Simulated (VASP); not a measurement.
Runs of VASP 6.6.1 on Sb. The structure is that of space group Fd-3m (No. 227), or close to it. The cells are those of the table. This isn't the form of Sb at room conditions, which is rhombohedral.

| cell | gap on the mesh (eV) | pressure (GPa) |
| --- | --- | --- |
| a = 4.847 Å, angles 60.0°, 2 atoms | none | 1.5 |
| a = 4.978 Å, angles 60.0°, 2 atoms | none | (b) |
| a = 5.041 Å, angles 60.0°, 2 atoms | none | -2.3 |
| a = 4.778 Å, angles 60.0°, 2 atoms | none | 3.3 |
| a = 5.102 Å, angles 60.0°, 2 atoms | none | (a) |

Alike in all rows: task single point; level r2SCAN; potentials or basis VASP PAW PBE potentials, release 64 (Sb); no spin polarisation; k mesh 9 × 9 × 9; cutoff (eV) 550; smearing fermi-dirac 0.1 eV.

Estimate the missing entries.

(a) -3.1; (b) -1.2.

Caveats: the PAW data sets were made with another functional, which shifts forces and pressure a little; spin-orbit coupling is left out, which moves the levels of the heavy elements; the cell stands under pressure (at least some runs); the cell stands under tension (at least some runs).

A k mesh can miss the band edges, and the runs leave out spin-orbit coupling on Sb.

A gap of «none» marks levels without a gap at the run's occupations.
